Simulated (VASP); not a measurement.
# Ta (P6_322) in VASP: single point with PBEsol

Aim: the single point of Ta with PBEsol.

Program: VASP 6.6.1. These are calculated values, not measurements. Logs are shortened: lines on timing, memory, paths and dates and some standing lists are left out, and cuts for length are marked.

### 1 The cell of the first run

The structure is hexagonal, space group P6_322 (No. 182). The conventional cell has a = 4.983 Å, b = 4.983 Å, c = 8.203 Å, α = 90.00°, β = 90.00°, γ = 120.00°. Within 3.5 Å of Ta (site symmetry 2) lie 8 Ta at 2.66 to 2.93 Å. Ta (site symmetry 32) has 6 Ta at 2.66 Å within 3.5 Å.

### 2 Single point, PBEsol

Contents of INCAR:

```
  PREC = Accurate
  ENCUT = 520
  EDIFF = 1E-6
  ISMEAR = 1
  SIGMA = 0.1
  LREAL = F
  LASPH = T
  NELM = 80
  ALGO = Normal
  ISIF = 2
  LWAVE = F
  LCHARG = F
  GGA = PS
  NBANDS = 54
```

Contents of KPOINTS:

```
regular mesh
0
Gamma
  5 5 3
```

Contents of POSCAR:

```
Ta
1.0
    4.9834880000      0.0000000000      0.0000000000
   -2.4917440000      4.3158272075      0.0000000000
    0.0000000000      0.0000000000      8.2027470000
Ta
8
Direct
    0.0000000000      0.3208190000      0.0000000000
    0.3208190000      0.0000000000      0.0000000000
    0.6791810000      0.6791810000      0.0000000000
    1.0000000000      0.6791810000      0.5000000000
    0.6791810000      0.0000000000      0.5000000000
    0.3208190000      0.3208190000      0.5000000000
    0.6666670000      0.3333330000      0.7500000000
    0.3333330000      0.6666670000      0.2500000000
```

Potentials or basis: VASP PAW PBE potentials, release 64 (Ta_pv).

Run with:

```console
$ cat potpaw_PBE.64/Ta_pv/POTCAR > POTCAR
$ mpirun -np 1 vasp_std > vasp.out
```

OUTCAR:

```text
PREC = Accurate
   ENCUT = 520
   EDIFF = 1E-6
   ISMEAR = 1
   LREAL = F
   LASPH = T
   NELM = 80
   ISIF = 2
   GGA = PS

 ion  position               nearest neighbor table
   1  0.000  0.321  0.000-   7 2.66   8 2.66   2 2.77   3 2.77   2 2.93   3 2.93   3 2.93   2 2.93

   2  0.321  0.000  0.000-   8 2.66   7 2.66   1 2.77   3 2.77   3 2.93   1 2.93   1 2.93   3 2.93

   3  0.679  0.679  0.000-   8 2.66   7 2.66   2 2.77   1 2.77   2 2.93   1 2.93   1 2.93   2 2.93

   4  0.000  0.679  0.500-   8 2.66   7 2.66   5 2.77   6 2.77   5 2.93   6 2.93   6 2.93   5 2.93

   5  0.679  0.000  0.500-   7 2.66   8 2.66   6 2.77   4 2.77   6 2.93   4 2.93   6 2.93   4 2.93

   6  0.321  0.321  0.500-   7 2.66   8 2.66   5 2.77   4 2.77   5 2.93   4 2.93   4 2.93   5 2.93

   7  0.667  0.333  0.750-   1 2.66   5 2.66   2 2.66   4 2.66   6 2.66   3 2.66
   8  0.333  0.667  0.250-   4 2.66   2 2.66   5 2.66   1 2.66   3 2.66   6 2.66

  LATTYP: Found a hexagonal cell.
 ALAT       =     4.9834880000
 C/A-ratio  =     1.6459851012

  Lattice vectors:

 A1 = (   4.9834880000,   0.0000000000,   0.0000000000)
 A2 = (  -2.4917440000,   4.3158272075,   0.0000000000)
 A3 = (   0.0000000000,   0.0000000000,   8.2027470000)

Analysis of symmetry for initial positions (statically):
=====================================================================
 Subroutine PRICEL returns:
 Original cell was already a primitive cell.

 Routine SETGRP: Setting up the symmetry group for a
 hexagonal supercell.

 Subroutine GETGRP returns: Found 12 space group operations
 (whereof  6 operations were pure point group operations)
 out of a pool of 24 trial point group operations.

The static configuration has the point symmetry D_3 .
 The point group associated with its full space group is D_6 .

Analysis of symmetry for dynamics (positions and initial velocities):
=====================================================================
 Subroutine PRICEL returns:
 Original cell was already a primitive cell.

 Routine SETGRP: Setting up the symmetry group for a
 hexagonal supercell.

 Subroutine GETGRP returns: Found 12 space group operations
 (whereof  6 operations were pure point group operations)
 out of a pool of 24 trial point group operations.

The dynamic configuration has the point symmetry D_3 .
 The point group associated with its full space group is D_6 .

 Subroutine INISYM returns: Found 12 space group operations
 (whereof  6 operations are pure point group operations),
 and found     1 'primitive' translations

----------------------------------------------------------------------------------------

                                     Primitive cell

  volume of cell :     176.4236

  direct lattice vectors                    reciprocal lattice vectors
     4.983488000  0.000000000  0.000000000     0.200662668  0.115852646  0.000000000
    -2.491744000  4.315827207  0.000000000     0.000000000  0.231705291  0.000000000
     0.000000000  0.000000000  8.202747000     0.000000000  0.000000000  0.121910380

  length of vectors
     4.983488000  4.983488000  8.202747000     0.231705291  0.231705291  0.121910380

  position of ions in fractional coordinates (direct lattice)
     1.000000000  0.320819000  0.000000000
     0.320819000  0.000000000  0.000000000
     0.679181000  0.679181000  0.000000000
     1.000000000  0.679181000  0.500000000
     0.679181000  0.000000000  0.500000000
     0.320819000  0.320819000  0.500000000
     0.666667000  0.333333000  0.750000000
     0.333333000  0.666667000  0.250000000

  ion indices of the primitive-cell ions
   primitive index   ion index
                 1           1
                 2           2
                 3           3
                 4           4
                 5           5
                 6           6
                 7           7
                 8           8

----------------------------------------------------------------------------------------

 KPOINTS: regular mesh

Automatic generation of k-mesh.
 Grid dimensions read from file:
 generate k-points for:    5    5    3

 Generating k-lattice:

  Cartesian coordinates                     Fractional coordinates (reciprocal lattice)
     0.040132534  0.023170529  0.000000000     0.200000000  0.000000000  0.000000000
     0.000000000  0.046341058  0.000000000     0.000000000  0.200000000  0.000000000
     0.000000000  0.000000000  0.040636793     0.000000000  0.000000000  0.333333333

  Length of vectors
     0.046341058  0.046341058  0.040636793

  Shift w.r.t. Gamma in fractional coordinates (k-lattice)
     0.000000000  0.000000000  0.000000000

 Subroutine IBZKPT returns following result:
 ===========================================

 Found     10 irreducible k-points:

 Following reciprocal coordinates:
            Coordinates               Weight
  0.000000  0.000000  0.000000      1.000000
  0.200000  0.000000  0.000000      6.000000
  0.400000  0.000000  0.000000      6.000000
  0.200000  0.200000  0.000000      6.000000
  0.400000  0.200000  0.000000      6.000000
  0.000000  0.000000  0.333333      2.000000
  0.200000  0.000000  0.333333     12.000000
  0.400000  0.000000  0.333333     12.000000
  0.200000  0.200000  0.333333     12.000000
  0.400000  0.200000  0.333333     12.000000
   k-points           NKPTS =     10   k-points in BZ     NKDIM =     10   number of bands    NBANDS=     54
   number of dos      NEDOS =    301   number of ions     NIONS =      8
   total plane-waves  NPLWV = 102400
   dimension x,y,z NGX =    40 NGY =   40 NGZ =   64
   dimension x,y,z NGXF=    80 NGYF=   80 NGZF=  128
   ions per type =               8
   NGX,Y,Z   is equivalent  to a cutoff of  13.34, 13.34, 12.97 a.u.
   NGXF,Y,Z  is equivalent  to a cutoff of  26.69, 26.69, 25.94 a.u.
 SYSTEM =  unknown system
   PREC   = accura    normal or accurate (medium, high low for compatibility)
   ISTART =      0    job   : 0-new  1-cont  2-samecut
   ICHARG =      2    charge: 1-file 2-atom 10-const
   ISPIN  =      1    spin polarized calculation?
   LNONCOLLINEAR =      F non collinear calculations
   LSORBIT =      F    spin-orbit coupling
   LASPH  =      T    aspherical Exc in radial PAW
   ENCUT  =  520.0 eV  38.22 Ry    6.18 a.u.   9.27  9.27 15.25*2*pi/ulx,y,z
   NELM   =     80;   NELMIN=  2; NELMDL= -5     # of ELM steps
   EDIFF  = 0.1E-05   stopping-criterion for ELM
   LREAL  =      F    real-space projection
   EDIFFG = 0.1E-04   stopping-criterion for IOM
   NSW    =      0    number of steps for IOM
   IBRION =     -1    ionic relax: 0-MD 1-quasi-New 2-CG
   NFREE  =      0    steps in history (QN), initial steepest desc. (CG)
   ISIF   =      2    stress and relaxation
   ISYM   =      2    0-nonsym 1-usesym 2-fastsym
   POTIM  = 0.5000    time-step for ionic-motion
   TEBEG  =    0.0;   TEEND  =   0.0 temperature during run
   PSTRESS=    0.0 pullay stress
   NELECT =      88.0000    total number of electrons
   NUPDOWN=      -1.0000    fix difference up-down
   EMIN   =  10.00;   EMAX   =-10.00  energy-range for DOS
   EFERMI =   0.00;   METHOD = LEGACY
   ISMEAR =     1;   SIGMA  =   0.10  broadening in eV -4-tet -1-fermi 0-gaus
   EFERMI_NEDOS =   21; number of points for ismear=-14 and -15
   IALGO  =     38    algorithm
   IMIX   =      4    mixing-type and parameters
     AMIX     =   0.40;   BMIX     =  1.00
     AMIX_MAG =   1.60;   BMIX_MAG =  1.00
  volume/ion in A,a.u.               =      22.05       148.82
  Fermi-wavevector in a.u.,A,eV,Ry     =   1.298325  2.453479 22.934635  1.685648
  Thomas-Fermi vector in A             =   2.429661
   LORBIT       =      0    0 simple, 1 ext, 2 COOP (PROOUT), +10 PAW based schemes
   GGA     = PS    functional components
   LHFCALC =     F    Hartree Fock is set to
   AEXX    =    0.0000 exact exchange contribution
   IVDW    =     0    specifies the selected vdW correction
   LEPSILON=     F    determine dielectric tensor
   LRPA    =     F    only Hartree local field effects (RPA)
 non-spin polarized calculation
 Methfessel and Paxton  Order N= 1 SIGMA  =   0.10
  energy-cutoff  :      520.00
  volume of cell :      176.42
 maximum number of plane-waves:      4770
 NGX is ok and might be reduce to    40
   NGX = 19   NGY = 19   NGZ = 31

 number of electron      88.0000011 magnetization

 Free energy of the ion-electron system (eV)
  ---------------------------------------------------
  ext. energy  EPLUGINS =         0.00000000
  ---------------------------------------------------
  free energy    TOTEN  =       -89.17989264 eV

  energy without entropy =      -89.17693666  energy(sigma->0) =      -89.17890731

 E-fermi :   3.9369     XC(G=0): -11.4296

 val. band max:        3.9072240540   @ k =   0.4000   0.2000   0.0000
 cond. band min:       3.9543356179   @ k =   0.4000   0.2000   0.3333
 fundamental gap:      0.0471115639
 Fermi energy:         3.9368805836

 k-point     1 :       0.0000    0.0000    0.0000
  band No.  band energies     occupation
      1     -30.9800      2.00000
      2     -30.6504      2.00000
      3     -30.4966      2.00000
      4     -30.4966      2.00000
      5     -30.4882      2.00000
      6     -30.4826      2.00000
[... 46 lines left out ...]
     53       4.7260     -0.00000
     54       6.5980      0.00000

 k-point     2 :       0.2000    0.0000    0.0000
  band No.  band energies     occupation
      1     -30.9828      2.00000
      2     -30.7541      2.00000
      3     -30.6172      2.00000
      4     -30.5478      2.00000
      5     -30.5165      2.00000
      6     -30.4685      2.00000
[... 46 lines left out ...]
     53       5.4278     -0.00000
     54       5.7176     -0.00000
[... 397 lines left out ...]
     53       5.9802      0.00000
     54       6.1122      0.00000

 k-point    10 :       0.4000    0.2000    0.3333
  band No.  band energies     occupation
      1     -30.8898      2.00000
      2     -30.7957      2.00000
      3     -30.6104      2.00000
      4     -30.5804      2.00000
      5     -30.5178      2.00000
      6     -30.4708      2.00000
[... 46 lines left out ...]
     53       6.1557      0.00000
     54       6.5037      0.00000

------------------------ aborting loop because EDIFF is reached ----------------------------------------

  FORCE on cell =-STRESS in cart. coord.  units (eV):
  Direction    XX          YY          ZZ          XY          YZ          ZX
  --------------------------------------------------------------------------------------
  -------------------------------------------------------------------------------------
  Total        1.7269267      1.7269267      2.8712988      0.0000000      0.0000000     -0.0000000
  in kB       15.6829479     15.6829479     26.0754724      0.0000000      0.0000000     -0.0000000
  external PRESSURE =      19.1471227 kB  Pullay stress =       0.0000000 kB

 VOLUME and BASIS-vectors are now :
 -----------------------------------------------------------------------------
  energy-cutoff  :      520.00
  volume of cell :      176.42
      direct lattice vectors                 reciprocal lattice vectors
     4.983488000  0.000000000  0.000000000     0.200662668  0.115852646  0.000000000
    -2.491744000  4.315827207  0.000000000     0.000000000  0.231705291  0.000000000
     0.000000000  0.000000000  8.202747000     0.000000000  0.000000000  0.121910380

 POSITION                                       TOTAL-FORCE (eV/Angst)
 -----------------------------------------------------------------------------------
     -0.79940      1.38460      0.00000        -0.023257      0.040283      0.000000
      1.59880      0.00000      0.00000         0.046514     -0.000000     -0.000000
      1.69235      2.93123      0.00000        -0.023257     -0.040283      0.000000
     -1.69235      2.93123      4.10137         0.023257     -0.040283      0.000000
      3.38469      0.00000      4.10137        -0.046514     -0.000000      0.000000
      0.79940      1.38460      4.10137         0.023257      0.040283      0.000000
      2.49175      1.43861      6.15206         0.000000     -0.000000      0.000000
     -0.00000      2.87722      2.05069         0.000000     -0.000000      0.000000
 -----------------------------------------------------------------------------------
    total drift:                                0.000000     -0.000000     -0.000000

  FREE ENERGIE OF THE ION-ELECTRON SYSTEM (eV)
  ---------------------------------------------------
  free  energy   TOTEN  =       -89.1798926424 eV

  energy  without entropy=      -89.1769366550  energy(sigma->0) =      -89.17890731
```

Run time: 5.2 min. Hardware: 1 thread of AMD EPYC, shared host; peak memory 0.3 GiB.

What came out:

```yaml
Free_energy: -89.1799 eV
Pressure: 1.9 GPa
Largest_force: 0.047 eV/Å
Band_gap_on_the_k_mesh: zero (bands 44 and 45 overlap by 0.38 eV)
```

Forces in eV/Å, atoms in the order of the input:
```
Ta  -0.023  0.040  0.000
Ta   0.047  0.000  0.000
Ta  -0.023 -0.040  0.000
Ta   0.023 -0.040  0.000
Ta  -0.047  0.000  0.000
Ta   0.023  0.040  0.000
Ta   0.000  0.000  0.000
Ta   0.000  0.000  0.000
```

Caveat: the PAW data sets were made with another functional, which shifts forces and pressure a little; spin-orbit coupling is left out, which moves the levels of the heavy elements.

The gap in the log of VASP goes by the Fermi energy; the results here count the filled bands.